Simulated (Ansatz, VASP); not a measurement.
Two plane-wave programs on C

The input POSCAR:

```
C
1.0
    0.0000000000      2.0629538434      3.5083372064
    1.1910835680      0.0000000000      3.5083372064
    1.1910835680      2.0629538434      0.0000000000
C
2
Direct
    0.1667039277      0.8332960723      0.1667039277
    0.8332960723      0.1667039277      0.8332960723
```

The input INCAR.step1:

```
PREC = Accurate
ENCUT = 520
ISMEAR = 0
SIGMA = 0.05
LREAL = F
LASPH = T
NELM = 100
NBANDS = 11
GGA = PE
ALGO = Normal
EDIFF = 1E-4
LWAVE = T
LCHARG = F
```

Contents of INCAR.step2:

```
PREC = Accurate
ENCUT = 520
EDIFF = 1E-6
ISMEAR = 0
SIGMA = 0.05
LREAL = F
LASPH = T
NELM = 100
ALGO = Normal
ISIF = 2
LWAVE = F
LCHARG = F
METAGGA = R2SCAN
LMIXTAU = T
NBANDS = 11
ISTART = 1
```

The input KPOINTS:

```
Automatic mesh
0
Gamma
  14 14 14
```

Input for Ansatz:

```yaml
crystal:
  lattice:
    - [0.0, 2.0629538434, 3.5083372064]
    - [1.191083568, 0.0, 3.5083372064]
    - [1.191083568, 2.0629538434, 0.0]
  atoms:
    - { symbol: C, position: [0.1667039277, 0.8332960723, 0.1667039277] }
    - { symbol: C, position: [0.8332960723, 0.1667039277, 0.8332960723] }
basis:
  ecutwfc: 500
kpoints:
  mp_grid: { grid: [14, 14, 14] }
hamiltonian:
  xc: r2scan
scf:
  occupations: { method: gaussian, width: 0.05 }
output:
  forces: true
  stress: true
  eigenvalues: true
```

Change from the starting cell: strain -0.030 along x and y, -0.015 along z, atoms carried along.

Alike in both runs: task single point; functional r2SCAN; k mesh 14 × 14 × 14; occupations gaussian, width 0.05 eV; no spin polarisation.

```csv
,VASP,Ansatz
version,VASP 6.6.1,Ansatz 0.2.0
potentials or method,"VASP PAW PBE potentials, release 64 (C), cutoff 520 eV","scalar-relativistic, plane waves, PAW"
valence electrons in the cell,8,8
```

```csv
,VASP,Ansatz,Ansatz less VASP
gap on the k mesh at the Fermi level (eV),0.71,0.71,-0.001
least direct gap on the mesh (eV),0.83,0.83,-0.001
pressure (GPa),29.2,28.5,-0.70
"traceless stress, the component that is largest in VASP (GPa)",-29.15,-28.33,+0.824
```

VASP's potentials were made for PBE, not for r2SCAN. Both programs put the cell under a high pressure, so it lies far from rest at this level. With one functional, cell and mesh, what is left measures potentials, basis and numerics.
